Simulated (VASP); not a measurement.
A run of VASP 6.6.1:

File INCAR:

```
PREC = Accurate
ENCUT = 520
EDIFF = 1E-6
ISMEAR = 0
SIGMA = 0.1
LREAL = F
LASPH = T
NELM = 60
ALGO = Normal
ISIF = 2
LWAVE = F
LCHARG = T
GGA = PE
LELF = T
LVHAR = T
NBANDS = 21
```

The input KPOINTS:

```
regular mesh
0
Gamma
  6 6 6
```

POSCAR

```
Ru
1.0
    0.0000000000      2.4923280394      2.4923280394
    2.4923280394      0.0000000000      2.4923280394
    2.4923280394      2.4923280394      0.0000000000
Ru
2
Direct
    0.5000000000      0.5000000000      0.5000000000
    0.7500000000      0.7500000000      0.7500000000
```

Potentials or basis: VASP PAW PBE potentials, release 64 (Ru_pv).

The run is started by

```bash
$ cat potpaw_PBE.64/Ru_pv/POTCAR > POTCAR
$ mpirun -np 1 vasp_std > vasp.out
```

Hardware: 1 thread of Intel Xeon 8259CL, with other jobs on the host.

Task: Estimate the wall time of this run.

Result: It took 15 s on 1 thread of Intel Xeon 8259CL, on a shared host, peak memory 0.15 GiB. Counts: scf iterations 11, k points 16.
